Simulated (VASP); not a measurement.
Input of a VASP 6.6.1 run:

File INCAR:

```
SYSTEM = Ga
  PREC = Accurate
  ENCUT = 520
  EDIFF = 1E-6
  ISMEAR = -1
  SIGMA = 0.1
  LREAL = .FALSE.
  LASPH = .TRUE.
  NELM = 100
  ALGO = Normal
  ISIF = 2
  LWAVE = .FALSE.
  LCHARG = .TRUE.
  GGA = PS
  LELF = .TRUE.
  LVHAR = .TRUE.
  NBANDS = 12
```

The input KPOINTS:

```
Automatic mesh
0
G
  17 17 17
  0 0 0
```

POSCAR

```
Ga
1.0
   -1.4086800000      1.4086800000      2.2290000000
    1.4086800000     -1.4086800000      2.2290000000
    1.4086800000      1.4086800000     -2.2290000000
Ga
1
Direct
    0.0000000000      0.0000000000      0.0000000000
```

Potentials or basis: VASP PAW PBE potentials, release 64 (Ga_d).

The run is started by

```console
$ cat potpaw_PBE.64/Ga_d/POTCAR > POTCAR
$ mpirun -np 1 vasp_std > vasp.out
```

Problem. What does it give for the pressure?

Solution. 0.1 GPa.

Problem. Estimate the band gap on the k mesh.

Solution. Zero (an odd number of electrons rules out a gap without spin polarisation).

Stress tensor (GPa, compression positive):
```
0.01 0.00 0.00
0.00 0.01 0.00
0.00 0.00 0.40
```

Caveat: the PAW data sets were made with another functional, which shifts forces and pressure a little.
